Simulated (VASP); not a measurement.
# KI: density of states with PBE

KI:

```
K I
1.0
     0.00000    3.55446    3.55446
     3.55446    0.00000    3.55446
     3.55446    3.55446    0.00000
K I
1 1
Direct
  0.00000 0.00000 0.00000
  0.50000 0.50000 0.50000
```

```yaml
Program: VASP 6.6.1
Task: density of states
Functional: PBE
Potentials_or_basis: VASP PAW PBE potentials, release 64 (K_sv, I)
Cutoff: 520 eV
k_mesh: 6 × 6 × 6
Occupations: fermi-dirac, width 0.1 eV
Spin: no spin polarisation
Dipole_correction: no
k_mesh_for_the_DOS: 9 × 9 × 9
Occupations_for_the_DOS: tetrahedron
Further_INCAR_settings: ALGO = Normal; EDIFF = 1e-07
```

```
Valence electrons inside the program's atomic spheres : K 7.56; I 4.35
```

Levels at points of the mesh, in eV from the valence-band top:
| k point | band 4 | band 5 | band 6 | band 7 | band 8 | band 9 | band 10 | band 11 | band 12 |
| --- | --- | --- | --- | --- | --- | --- | --- | --- | --- |
| (0.00, 0.00, 0.00) | -12.02 | -10.48 | 0.00 | 0.00 | 0.00 | 3.92 | 6.50 | 6.50 | 6.50 |

It took 26 s on 1 thread of Intel(R) Xeon(R) 6975P-C (Granite Rapids), with other jobs on the host, peak memory 0.24 GiB.

Caveat: spin-orbit coupling is left out, which moves the levels of the heavy elements.
